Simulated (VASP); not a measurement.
Input of a VASP 6.6.1 run:

INCAR

```
SYSTEM = Ni2Ge
PREC = Accurate ; ENCUT = 520
EDIFF = 1E-6 ; ISMEAR = 0
SIGMA = 0.1 ; LREAL = .False.
LASPH = .True. ; NELM = 100
ALGO = Fast ; ISIF = 2
LWAVE = .False. ; LCHARG = .False.
GGA = PS ; NBANDS = 43
```

KPOINTS

```
regular mesh
0
Gamma
  12 12 8
  0 0 0
```

Contents of POSCAR:

```
Ni2Ge
1.0
    3.8925235836      0.0000000000      0.0000000000
   -1.9462617918      3.3710243083      0.0000000000
    0.0000000000      0.0000000000      5.0742281435
Ni Ge
4 2
Direct
    0.6666666667      0.3333333333      0.2500000000
    0.3333333333      0.6666666667      0.7500000000
    0.0000000000      0.0000000000      0.0000000000
    0.0000000000      0.0000000000      0.5000000000
    0.6666666667      0.3333333333      0.7500000000
    0.3333333333      0.6666666667      0.2500000000
```

Potentials or basis: VASP PAW PBE potentials, release 64 (Ni, Ge_d).

Run with:

```sh
$ cat potpaw_PBE.64/Ni/POTCAR potpaw_PBE.64/Ge_d/POTCAR > POTCAR
$ mpirun -np 1 vasp_std > vasp.out
```

Task: Predict the pressure.

Result: 7.3 GPa.

Task: What does it give for the band gap on the k mesh?

Result: Zero (bands 34 and 35 overlap by 3.22 eV).

Stress tensor (GPa, compression positive):
```
10.36  0.00  0.00
 0.00 10.36  0.00
 0.00  0.00  1.23
```

Caveat: the cell differs from its parent crystal (biaxial strain in the a-b plane: -2.0 %); the cell stands under pressure; the PAW data sets were made with another functional, which shifts forces and pressure a little. Spin polarisation is off, so any magnetic state and its effect on volume and gap are missing.
